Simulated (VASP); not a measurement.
The system is Os.

```xyz
2
Lattice="2.7157 0.0000 0.0000 -1.3579 2.3519 0.0000 0.0000 0.0000 4.2907" Properties=species:S:1:pos:R:3 pbc="T T T"
Os    1.3579    0.7840    3.2180
Os    0.0000    1.5679    1.0727
```

Base run:

* Program: VASP 6.6.1
* Functional: r2SCAN
* Dispersion: rVV10
* Potentials or basis: VASP PAW PBE potentials, release 64 (Os_sv_GW)
* Cutoff: 620 eV
* k mesh: 11 × 11 × 6
* Occupations: fermi-dirac, width 0.05 eV
* Spin: no spin polarisation

Its results: band gap on the k mesh zero (bands 16 and 17 overlap by 4.21 eV); pressure 7.2 GPa.

Q: After a change of settings the same cell gave: band gap on the k mesh zero (bands 16 and 17 overlap by 4.03 eV); pressure -1.9 GPa. Which change was it?
A. functional from r2SCAN to BLYP; dispersion from rVV10 to D4; cutoff from 620 eV to 560 eV
B. functional from r2SCAN to SVWN5; dispersion from rVV10 to none; cutoff from 620 eV to 560 eV
C. dispersion from rVV10 to D3(BJ)

A: B.

Caveats: the PAW data sets were made with another functional, which shifts forces and pressure a little; spin-orbit coupling is left out, which moves the levels of the heavy elements; the cell stands under pressure (at least some runs).
